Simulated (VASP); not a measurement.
# Ta (Im-3m) in VASP: further runs

Ta is run at these levels: r2SCAN; tasks: single point.

Everything below comes from runs of VASP 6.6.1. Logs are shortened: lines on timing, memory, paths and dates and some standing lists are left out, and cuts for length are marked.

## (1) The cell of the first run

Symmetry: Im-3m, No. 229, cubic system. The conventional cell has a = 3.337 Å, b = 3.337 Å, c = 3.337 Å, α = 90.00°, β = 90.00°, γ = 90.00°. Ta (site symmetry m-3m) has 14 Ta at 2.89 to 3.34 Å within 3.8 Å.

## (2) Single point, r2SCAN (volume scaled by 1.03)

File POSCAR:

```
Ta
1.0
   -1.6686469995      1.6686469995      1.6686469995
    1.6686469995     -1.6686469995      1.6686469995
    1.6686469995      1.6686469995     -1.6686469995
Ta
1
Direct
    0.0000000000      0.0000000000      0.0000000000
```

File INCAR.step1:

```
PREC = Accurate ; ENCUT = 520
ISMEAR = 0 ; SIGMA = 0.1
LREAL = F ; LASPH = T
NELM = 60 ; NBANDS = 12
GGA = PE ; ALGO = Normal
EDIFF = 1E-4 ; LWAVE = T
LCHARG = F
```

File INCAR.step2:

```
PREC = Accurate ; ENCUT = 520
EDIFF = 1E-6 ; ISMEAR = 0
SIGMA = 0.1 ; LREAL = F
LASPH = T ; NELM = 60
ALGO = Normal ; ISIF = 2
LWAVE = F ; LCHARG = F
METAGGA = R2SCAN ; LMIXTAU = T
NBANDS = 12 ; ISTART = 1
```

File KPOINTS:

```
regular mesh
0
Gamma
  18 18 18
```

Potentials or basis: VASP PAW PBE potentials, release 64 (Ta_pv).

Command:

```
> cat potpaw_PBE.64/Ta_pv/POTCAR > POTCAR
> cp INCAR.step1 INCAR
> mpirun -np 1 vasp_std > vasp.out
> cp INCAR.step2 INCAR
> mpirun -np 1 vasp_std > vasp.out
```

OUTCAR:

```text
PREC = Accurate
   ENCUT = 520
   EDIFF = 1E-6
   ISMEAR = 0
   LREAL = F
   LASPH = T
   NELM = 60
   ISIF = 2
   METAGGA = R2SCAN
   ISTART = 1

 ion  position               nearest neighbor table
   1  0.000  0.000  0.000-

  LATTYP: Found a body centered cubic cell.
 ALAT       =     3.3372939990

  Lattice vectors:

 A1 = (  -1.6686469995,   1.6686469995,   1.6686469995)
 A2 = (   1.6686469995,  -1.6686469995,   1.6686469995)
 A3 = (   1.6686469995,   1.6686469995,  -1.6686469995)

Analysis of symmetry for initial positions (statically):
=====================================================================
 Subroutine PRICEL returns:
 Original cell was already a primitive cell.

 Routine SETGRP: Setting up the symmetry group for a
 body centered cubic supercell.

 Subroutine GETGRP returns: Found 48 space group operations
 (whereof 48 operations were pure point group operations)
 out of a pool of 48 trial point group operations.

The static configuration has the point symmetry O_h .

Analysis of symmetry for dynamics (positions and initial velocities):
=====================================================================
 Subroutine PRICEL returns:
 Original cell was already a primitive cell.

 Routine SETGRP: Setting up the symmetry group for a
 body centered cubic supercell.

 Subroutine GETGRP returns: Found 48 space group operations
 (whereof 48 operations were pure point group operations)
 out of a pool of 48 trial point group operations.

The dynamic configuration has the point symmetry O_h .

 Subroutine INISYM returns: Found 48 space group operations
 (whereof 48 operations are pure point group operations),
 and found     1 'primitive' translations

----------------------------------------------------------------------------------------

                                     Primitive cell

  volume of cell :      18.5846

  direct lattice vectors                    reciprocal lattice vectors
    -1.668646999  1.668646999  1.668646999     0.000000000  0.299643963  0.299643963
     1.668646999 -1.668646999  1.668646999     0.299643963  0.000000000  0.299643963
     1.668646999  1.668646999 -1.668646999     0.299643963  0.299643963  0.000000000

  length of vectors
     2.890181383  2.890181383  2.890181383     0.423760557  0.423760557  0.423760557

  position of ions in fractional coordinates (direct lattice)
     0.000000000  0.000000000  0.000000000

  ion indices of the primitive-cell ions
   primitive index   ion index
                 1           1

----------------------------------------------------------------------------------------

 KPOINTS: regular mesh

Automatic generation of k-mesh.
 Grid dimensions read from file:
 generate k-points for:   18   18   18

 Generating k-lattice:

  Cartesian coordinates                     Fractional coordinates (reciprocal lattice)
     0.000000000  0.016646887  0.016646887     0.055555556  0.000000000  0.000000000
     0.016646887  0.000000000  0.016646887     0.000000000  0.055555556  0.000000000
     0.016646887  0.016646887  0.000000000     0.000000000  0.000000000  0.055555556

  Length of vectors
     0.023542253  0.023542253  0.023542253

  Shift w.r.t. Gamma in fractional coordinates (k-lattice)
     0.000000000  0.000000000  0.000000000

 Subroutine IBZKPT returns following result:
 ===========================================

 Found    195 irreducible k-points:

 Following reciprocal coordinates:
            Coordinates               Weight
  0.000000  0.000000  0.000000      1.000000
  0.055556  0.000000  0.000000     12.000000
  0.111111  0.000000  0.000000     12.000000
  0.166667  0.000000  0.000000     12.000000
  0.222222  0.000000  0.000000     12.000000
  0.277778  0.000000  0.000000     12.000000
[... 16 lines left out ...]
  0.333333  0.111111 -0.000000     48.000000
  0.388889  0.111111  0.000000     48.000000
 [... further k-points ...]
   k-points           NKPTS =    195   k-points in BZ     NKDIM =    195   number of bands    NBANDS=     12
   number of dos      NEDOS =    301   number of ions     NIONS =      1
   total plane-waves  NPLWV =  13824
   dimension x,y,z NGX =    24 NGY =   24 NGZ =   24
   dimension x,y,z NGXF=    48 NGYF=   48 NGZF=   48
   ions per type =               1
   NGX,Y,Z   is equivalent  to a cutoff of  13.81, 13.81, 13.81 a.u.
   NGXF,Y,Z  is equivalent  to a cutoff of  27.61, 27.61, 27.61 a.u.
 SYSTEM =  unknown system
   PREC   = accura    normal or accurate (medium, high low for compatibility)
   ISTART =      1    job   : 0-new  1-cont  2-samecut
   ICHARG =      0    charge: 1-file 2-atom 10-const
   ISPIN  =      1    spin polarized calculation?
   LNONCOLLINEAR =      F non collinear calculations
   LSORBIT =      F    spin-orbit coupling
   LASPH  =      T    aspherical Exc in radial PAW
   ENCUT  =  520.0 eV  38.22 Ry    6.18 a.u.   5.37  5.37  5.37*2*pi/ulx,y,z
   NELM   =     60;   NELMIN=  2; NELMDL=  0     # of ELM steps
   EDIFF  = 0.1E-05   stopping-criterion for ELM
   LREAL  =      F    real-space projection
   EDIFFG = 0.1E-04   stopping-criterion for IOM
   NSW    =      0    number of steps for IOM
   IBRION =     -1    ionic relax: 0-MD 1-quasi-New 2-CG
   NFREE  =      0    steps in history (QN), initial steepest desc. (CG)
   ISIF   =      2    stress and relaxation
   ISYM   =      2    0-nonsym 1-usesym 2-fastsym
   POTIM  = 0.5000    time-step for ionic-motion
   TEBEG  =    0.0;   TEEND  =   0.0 temperature during run
   PSTRESS=    0.0 pullay stress
   NELECT =      11.0000    total number of electrons
   NUPDOWN=      -1.0000    fix difference up-down
   EMIN   =  10.00;   EMAX   =-10.00  energy-range for DOS
   EFERMI =   0.00;   METHOD = LEGACY
   ISMEAR =     0;   SIGMA  =   0.10  broadening in eV -4-tet -1-fermi 0-gaus
   EFERMI_NEDOS =   21; number of points for ismear=-14 and -15
   IALGO  =     38    algorithm
   IMIX   =      4    mixing-type and parameters
     AMIX     =   0.40;   BMIX     =  1.00
     AMIX_MAG =   1.60;   BMIX_MAG =  1.00
  volume/ion in A,a.u.               =      18.58       125.42
  Fermi-wavevector in a.u.,A,eV,Ry     =   1.374531  2.597487 25.705976  1.889336
  Thomas-Fermi vector in A             =   2.499949
   LORBIT       =      0    0 simple, 1 ext, 2 COOP (PROOUT), +10 PAW based schemes
   METAGGA = R2SCAN    functional components
   LHFCALC =     F    Hartree Fock is set to
   AEXX    =    0.0000 exact exchange contribution
   IVDW    =     0    specifies the selected vdW correction
   LEPSILON=     F    determine dielectric tensor
   LRPA    =     F    only Hartree local field effects (RPA)
 non-spin polarized calculation
 Gauss-broadening in eV      SIGMA  =   0.10
  energy-cutoff  :      520.00
  volume of cell :       18.58
 maximum number of plane-waves:       531
 NGX is ok and might be reduce to    24
   NGX = 11   NGY = 11   NGZ = 11

 number of electron      10.9999999 magnetization

 Free energy of the ion-electron system (eV)
  ---------------------------------------------------
  ext. energy  EPLUGINS =         0.00000000
  ---------------------------------------------------
  free energy    TOTEN  =       -48.57526199 eV

  energy without entropy =      -48.56921641  energy(sigma->0) =      -48.57223920

 E-fermi :   5.0692     XC(G=0): -13.5908

 val. band max:        5.0545836879   @ k =  -0.1667   0.2778   0.0556
 cond. band min:       5.0712175709   @ k =   0.3333   0.1111   0.1111
 fundamental gap:      0.0166338830
 Fermi energy:         5.0692017298

 k-point     1 :       0.0000    0.0000    0.0000
  band No.  band energies     occupation
      1     -29.2792      2.00000
      2     -29.2792      2.00000
      3     -29.2792      2.00000
      4      -3.1328      2.00000
      5       5.9140      0.00000
      6       5.9140      0.00000
      7       5.9140      0.00000
      8       9.2928      0.00000
      9       9.2928      0.00000
     10      17.0364      0.00000
     11      20.7017      0.00000
     12      20.7017      0.00000

 k-point     2 :       0.0556    0.0000    0.0000
  band No.  band energies     occupation
      1     -29.3157      2.00000
      2     -29.2904      2.00000
      3     -29.2794      2.00000
      4      -2.9937      2.00000
      5       5.8223      0.00000
      6       5.8865      0.00000
      7       6.0485      0.00000
      8       9.1430      0.00000
      9       9.2921      0.00000
     10      17.0363      0.00000
     11      20.8252      0.00000
     12      20.9471      0.00000

 k-point     3 :       0.1111    0.0000    0.0000
  band No.  band energies     occupation
      1     -29.4195      2.00000
      2     -29.3224      2.00000
      3     -29.2799      2.00000
      4      -2.5898      2.00000
      5       5.5697      0.00000
      6       5.7724      0.00000
      7       6.4477      0.00000
      8       8.8263      0.00000
      9       9.2980      0.00000
     10      17.0363      0.00000
     11      21.1294      0.00000
     12      21.6586      0.00000
[... 286 lines left out ...]
 k-point    23 :       0.3333    0.1111   -0.0000
  band No.  band energies     occupation
      1     -30.2483      2.00000
      2     -29.6303      2.00000
      3     -29.3330      2.00000
      4       0.9307      2.00000
      5       3.8441      2.00000
      6       5.0247      1.47067
      7       8.9174      0.00000
      8      10.1190      0.00000
      9      11.9898      0.00000
     10      17.0244      0.00000
     11      17.7908      0.00000
     12      19.2035      0.00000

 k-point    24 :       0.3889    0.1111    0.0000
  band No.  band energies     occupation
      1     -30.3245      2.00000
      2     -29.6679      2.00000
      3     -29.3343      2.00000
      4       1.0396      2.00000
      5       3.7077      2.00000
      6       5.5511      0.00000
      7       8.9978      0.00000
      8      10.2867      0.00000
      9      12.9650      0.00000
     10      16.7261      0.00000
     11      17.0720      0.00000
     12      18.4821      0.00000

 [... further k-points ...]

------------------------ aborting loop because EDIFF is reached ----------------------------------------

  FORCE on cell =-STRESS in cart. coord.  units (eV):
  Direction    XX          YY          ZZ          XY          YZ          ZX
  --------------------------------------------------------------------------------------
  -------------------------------------------------------------------------------------
  Total       -0.5930541     -0.5930541     -0.5930541      0.0000000      0.0000000     -0.0000000
  in kB      -51.1271409    -51.1271409    -51.1271409      0.0000000      0.0000000     -0.0000000
  external PRESSURE =     -51.1271409 kB  Pullay stress =       0.0000000 kB

 VOLUME and BASIS-vectors are now :
 -----------------------------------------------------------------------------
  energy-cutoff  :      520.00
  volume of cell :       18.58
      direct lattice vectors                 reciprocal lattice vectors
    -1.668646999  1.668646999  1.668646999     0.000000000  0.299643963  0.299643963
     1.668646999 -1.668646999  1.668646999     0.299643963  0.000000000  0.299643963
     1.668646999  1.668646999 -1.668646999     0.299643963  0.299643963  0.000000000

 POSITION                                       TOTAL-FORCE (eV/Angst)
 -----------------------------------------------------------------------------------
      0.00000      0.00000      0.00000        -0.000000     -0.000000     -0.000000
 -----------------------------------------------------------------------------------
    total drift:                                0.000000      0.000000      0.000000

  FREE ENERGIE OF THE ION-ELECTRON SYSTEM (eV)
  ---------------------------------------------------
  free  energy   TOTEN  =       -48.5752619882 eV

  energy  without entropy=      -48.5692164119  energy(sigma->0) =      -48.57223920
```

Wall time 2.7 min (1 thread of Intel Xeon Platinum 8259CL at 2.50GHz (Skylake/Cascade Lake), shared host); peak memory 0.17 GiB.

Results:

```
Free energy : -48.5753 eV
Pressure    : -5.1 GPa
```

Levels at points of the mesh, in eV from the Fermi level:
```tsv
k point	band 2	band 3	band 4	band 5	band 6	band 7	band 8	band 9	band 10	band 11
(0.00, 0.00, 0.00)	-34.35	-34.35	-8.20	0.84	0.84	0.84	4.22	4.22	11.97	15.63
(0.50, 0.00, 0.00)	-34.71	-34.35	-4.41	-1.47	1.33	4.07	5.10	7.79	11.80	12.04
(0.50, 0.50, 0.50)	-35.12	-35.12	-3.75	-3.75	6.86	6.86	6.86	8.73	8.73	8.73
```

Caveat: the PAW data sets were made with another functional, which shifts forces and pressure a little; spin-orbit coupling is left out, which moves the levels of the heavy elements.

## (3) Single point, r2SCAN (volume scaled by 1.06)

File POSCAR:

```
Ta
1.0
   -1.6846926665      1.6846926665      1.6846926665
    1.6846926665     -1.6846926665      1.6846926665
    1.6846926665      1.6846926665     -1.6846926665
Ta
1
Direct
    0.0000000000      0.0000000000      0.0000000000
```

File INCAR.step1:

```
  PREC = Accurate
  ENCUT = 520
  ISMEAR = 0
  SIGMA = 0.1
  LREAL = F
  LASPH = T
  NELM = 100
  NBANDS = 12
  GGA = PE
  ALGO = Normal
  EDIFF = 1E-4
  LWAVE = T
  LCHARG = F
```

File INCAR.step2:

```
  PREC = Accurate
  ENCUT = 520
  EDIFF = 1E-6
  ISMEAR = 0
  SIGMA = 0.1
  LREAL = F
  LASPH = T
  NELM = 100
  ALGO = Normal
  ISIF = 2
  LWAVE = F
  LCHARG = F
  METAGGA = R2SCAN
  LMIXTAU = T
  NBANDS = 12
  ISTART = 1
```

KPOINTS is that of step 2.

Potentials or basis: VASP PAW PBE potentials, release 64 (Ta_pv).

Command:

```
> cat potpaw_PBE.64/Ta_pv/POTCAR > POTCAR
> cp INCAR.step1 INCAR
> mpirun -np 1 vasp_std > vasp.out
> cp INCAR.step2 INCAR
> mpirun -np 1 vasp_std > vasp.out
```

It took 2.7 min on 1 thread of Intel Xeon Platinum 8259CL at 2.50GHz (Skylake/Cascade Lake), shared host; peak memory 0.18 GiB.

Results (log left out):

```
Free energy : -48.5495 eV
Pressure    : -10.1 GPa
```

Levels at points of the mesh, in eV from the Fermi level:
```tsv
k point	band 2	band 3	band 4	band 5	band 6	band 7	band 8	band 9	band 10	band 11
(0.00, 0.00, 0.00)	-34.47	-34.47	-8.08	0.84	0.84	0.84	4.12	4.12	11.83	15.50
(0.50, 0.00, 0.00)	-34.79	-34.47	-4.28	-1.39	1.21	3.96	4.95	7.52	11.38	11.86
(0.50, 0.50, 0.50)	-35.17	-35.17	-3.57	-3.57	6.64	6.64	6.64	8.47	8.47	8.47
```

Caveat: the PAW data sets were made with another functional, which shifts forces and pressure a little; spin-orbit coupling is left out, which moves the levels of the heavy elements.
